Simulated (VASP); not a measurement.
# Cu (P-1) in VASP: single point with PBE

Aim: the single point of Cu with PBE.

Program: VASP 6.6.1. These are calculated values, not measurements. Logs are shortened: lines on timing, memory, paths and dates and some standing lists are left out, and cuts for length are marked.

## (1) The cell of the first run

The typed cell holds 2 atoms: a = 4.415 Å, b = 4.225 Å, c = 2.518 Å, α = 90.32°, β = 91.74°, γ = 144.78°.

## (2) Single point, PBE (strained and its atoms moved)

Contents of INCAR:

```
ALGO = Normal
EDIFF = 1E-6
ENCUT = 520
GGA = PE
ISIF = 2
ISMEAR = 0
LASPH = True
LCHARG = False
LREAL = False
LWAVE = False
NBANDS = 18
NELM = 100
PREC = Accurate
SIGMA = 0.1
```

Contents of KPOINTS:

```
k-points
0
Gamma
  14 16 14
```

Contents of POSCAR:

```
Cu
1.0
    1.4677704159     -4.1632161663     -0.0632134642
    1.1496601751      4.0657390711     -0.0131111013
   -0.0775325198      0.0155956218      2.5171333582
Cu
2
Direct
    0.1388016426      0.8843668771      0.2510462552
    0.8611983574      0.1156331229      0.7489537448
```

Potentials or basis: VASP PAW PBE potentials, release 64 (Cu).

Started as:

```bash
> cat potpaw_PBE.64/Cu/POTCAR > POTCAR
> mpirun -np 1 vasp_std > vasp.out
```

OUTCAR:

```text
EDIFF = 1E-6
   ENCUT = 520
   GGA = PE
   ISIF = 2
   ISMEAR = 0
   LASPH = True
   LREAL = False
   NELM = 100
   PREC = Accurate

 ion  position               nearest neighbor table
   1  0.139  0.884  0.251-   2 2.44   2 2.46   2 2.65   2 2.69   2 2.71
   2  0.861  0.116  0.749-   1 2.44   1 2.46   1 2.65   1 2.69   1 2.71

  LATTYP: Found a triclinic cell.
 ALAT       =     2.6203568692
 B/A-ratio  =     1.6124435244
 C/A-ratio  =     0.9610810916
 COS(alpha) =     0.0055195012
 COS(beta)  =     0.0600958884
 COS(gamma) =     0.2360878290

  Lattice vectors:

 A1 = (  -2.6174305910,   0.0974770952,   0.0763245655)
 A2 = (  -1.1496601751,  -4.0657390711,   0.0131111013)
 A3 = (  -0.0775325198,   0.0155956218,   2.5171333582)

Analysis of symmetry for initial positions (statically):
=====================================================================
 Subroutine PRICEL returns:
 Original cell was already a primitive cell.

 Routine SETGRP: Setting up the symmetry group for a
 triclinic supercell.

 Subroutine GETGRP returns: Found  2 space group operations
 (whereof  2 operations were pure point group operations)
 out of a pool of  2 trial point group operations.

The static configuration has the point symmetry S_2 .

Analysis of symmetry for dynamics (positions and initial velocities):
=====================================================================
 Subroutine PRICEL returns:
 Original cell was already a primitive cell.

 Routine SETGRP: Setting up the symmetry group for a
 triclinic supercell.

 Subroutine GETGRP returns: Found  2 space group operations
 (whereof  2 operations were pure point group operations)
 out of a pool of  2 trial point group operations.

The dynamic configuration has the point symmetry S_2 .

 Subroutine INISYM returns: Found  2 space group operations
 (whereof  2 operations are pure point group operations),
 and found     1 'primitive' translations

----------------------------------------------------------------------------------------

                                     Primitive cell

  volume of cell :      27.0439

  direct lattice vectors                    reciprocal lattice vectors
     1.467770416 -4.163216166 -0.063213464     0.378429642 -0.106967999  0.012319107
     1.149660175  4.065739071 -0.013111101     0.387458390  0.136432737  0.011089151
    -0.077532520  0.015595622  2.517133358     0.011521779 -0.001975674  0.397644456

[... 75 lines left out ...]
   ISTART =      0    job   : 0-new  1-cont  2-samecut
   ICHARG =      2    charge: 1-file 2-atom 10-const
   ISPIN  =      1    spin polarized calculation?
   LNONCOLLINEAR =      F non collinear calculations
   LSORBIT =      F    spin-orbit coupling
   LASPH  =      T    aspherical Exc in radial PAW
   ENCUT  =  520.0 eV  38.22 Ry    6.18 a.u.   8.21  7.86  4.68*2*pi/ulx,y,z
   NELM   =    100;   NELMIN=  2; NELMDL= -5     # of ELM steps
   EDIFF  = 0.1E-05   stopping-criterion for ELM
   LREAL  =      F    real-space projection
   EDIFFG = 0.1E-04   stopping-criterion for IOM
   NSW    =      0    number of steps for IOM
   IBRION =     -1    ionic relax: 0-MD 1-quasi-New 2-CG
   NFREE  =      0    steps in history (QN), initial steepest desc. (CG)
   ISIF   =      2    stress and relaxation
   ISYM   =      2    0-nonsym 1-usesym 2-fastsym
   POTIM  = 0.5000    time-step for ionic-motion
   TEBEG  =    0.0;   TEEND  =   0.0 temperature during run
   PSTRESS=    0.0 pullay stress
   NELECT =      22.0000    total number of electrons
   NUPDOWN=      -1.0000    fix difference up-down
   EMIN   =  10.00;   EMAX   =-10.00  energy-range for DOS
   EFERMI =   0.00;   METHOD = LEGACY
   ISMEAR =     0;   SIGMA  =   0.10  broadening in eV -4-tet -1-fermi 0-gaus
   EFERMI_NEDOS =   21; number of points for ismear=-14 and -15
   IALGO  =     38    algorithm
   IMIX   =      4    mixing-type and parameters
     AMIX     =   0.40;   BMIX     =  1.00
     AMIX_MAG =   1.60;   BMIX_MAG =  1.00
  volume/ion in A,a.u.               =      13.52        91.25
  Fermi-wavevector in a.u.,A,eV,Ry     =   1.528244  2.887962 31.776802  2.335529
  Thomas-Fermi vector in A             =   2.636029
   LORBIT       =      0    0 simple, 1 ext, 2 COOP (PROOUT), +10 PAW based schemes
   GGA     = PE    functional components
   LHFCALC =     F    Hartree Fock is set to
   AEXX    =    0.0000 exact exchange contribution
   IVDW    =     0    specifies the selected vdW correction
   LEPSILON=     F    determine dielectric tensor
   LRPA    =     F    only Hartree local field effects (RPA)
 non-spin polarized calculation
 Gauss-broadening in eV      SIGMA  =   0.10
  energy-cutoff  :      520.00
  volume of cell :       27.04
 maximum number of plane-waves:       744
 NGX is ok and might be reduce to    36
   NGX = 17   NGY = 15   NGZ =  9

 number of electron      22.0000010 magnetization

 Free energy of the ion-electron system (eV)
  ---------------------------------------------------
  ext. energy  EPLUGINS =         0.00000000
  ---------------------------------------------------
  free energy    TOTEN  =        -7.07904502 eV

  energy without entropy =       -7.07577214  energy(sigma->0) =       -7.07740858

 E-fermi :   6.0304     XC(G=0): -11.9233

 val. band max:        6.0281662628   @ k =   0.2143   0.2500   0.2143
 cond. band min:       6.0324288703   @ k =   0.3571  -0.1875   0.1429
 fundamental gap:      0.0042626075
 Fermi energy:         6.0303523451

 k-point     1 :       0.0000    0.0000    0.0000
  band No.  band energies     occupation
      1      -2.3486      2.00000
      2       1.6474      2.00000
      3       2.5120      2.00000
      4       2.7316      2.00000
      5       3.3440      2.00000
      6       3.5054      2.00000
[... 481 lines left out ...]
      5       3.2748      2.00000
      6       3.4049      2.00000
[... 10 lines left out ...]
     17      26.1386      0.00000
     18      29.5979      0.00000

 [... further k-points ...]
[... 5 lines left out ...]
  --------------------------------------------------------------------------------------
  -------------------------------------------------------------------------------------
  Total       -2.1020066     -0.6648407     -0.4596008     -0.1109519     -0.1010657     -0.0823886
  in kB     -124.5304062    -39.3875470    -27.2283997     -6.5731869     -5.9874963     -4.8809986
  external PRESSURE =     -63.7154510 kB  Pullay stress =       0.0000000 kB

 VOLUME and BASIS-vectors are now :
 -----------------------------------------------------------------------------
  energy-cutoff  :      520.00
  volume of cell :       27.04
      direct lattice vectors                 reciprocal lattice vectors
     1.467770416 -4.163216166 -0.063213464     0.378429642 -0.106967999  0.012319107
     1.149660175  4.065739071 -0.013111101     0.387458390  0.136432737  0.011089151
    -0.077532520  0.015595622  2.517133358     0.011521779 -0.001975674  0.397644456

 POSITION                                       TOTAL-FORCE (eV/Angst)
 -----------------------------------------------------------------------------------
      1.20099      3.02166      0.61155         0.168878     -0.691293      0.039543
      1.33891     -3.10354      1.82926        -0.168878      0.691293     -0.039543
 -----------------------------------------------------------------------------------
    total drift:                               -0.000000     -0.000000     -0.000000

  FREE ENERGIE OF THE ION-ELECTRON SYSTEM (eV)
  ---------------------------------------------------
  free  energy   TOTEN  =        -7.0790450183 eV

  energy  without entropy=       -7.0757721358  energy(sigma->0) =       -7.07740858
```

OSZICAR:

```text
N       E                     dE             d eps       ncg     rms          rms(c)
DAV:   1     0.124527143020E+03    0.12453E+03   -0.10500E+04 59800   0.209E+03
DAV:   2    -0.259406772713E+01   -0.12712E+03   -0.12054E+03 56726   0.282E+02
DAV:   3    -0.863386452248E+01   -0.60398E+01   -0.57923E+01 64278   0.850E+01
DAV:   4    -0.870033772239E+01   -0.66473E-01   -0.66424E-01 67228   0.953E+00
DAV:   5    -0.870126834413E+01   -0.93062E-03   -0.93059E-03 70010   0.960E-01    0.105E+01
DAV:   6    -0.795818806075E+01    0.74308E+00   -0.12439E+01 60776   0.961E+01    0.624E+00
DAV:   7    -0.709517667900E+01    0.86301E+00   -0.27462E+00 61008   0.420E+01    0.572E-01
DAV:   8    -0.708539012856E+01    0.97866E-02   -0.40715E-02 84900   0.344E+00    0.617E-01
DAV:   9    -0.707903425561E+01    0.63559E-02   -0.15085E-02 64404   0.323E+00    0.508E-02
DAV:  10    -0.707904518230E+01   -0.10927E-04   -0.37169E-04 86470   0.360E-01    0.958E-03
DAV:  11    -0.707904501832E+01    0.16398E-06   -0.56995E-06 82844   0.492E-02
   1 F= -.70790450E+01 E0= -.70774086E+01  d E =-.327288E-02
```

It took 4.2 min on 1 thread of Intel Xeon Platinum 8559C (Emerald Rapids), shared host; peak memory 0.68 GiB.

What came out:

| Quantity | Value |
| --- | --- |
| Free energy | -7.0790 eV |
| Pressure | -6.4 GPa |
| Largest force | 0.713 eV/Å |
| Band gap on the k mesh | zero (band 11 reaches 9.36 eV, above the bottom of band 12 at 4.46 eV) |

Forces on the atoms (eV/Å):
```
Cu   0.169 -0.691  0.040
Cu  -0.169  0.691 -0.040
```

Caveat: the cell differs from its parent crystal (strained and its atoms moved).
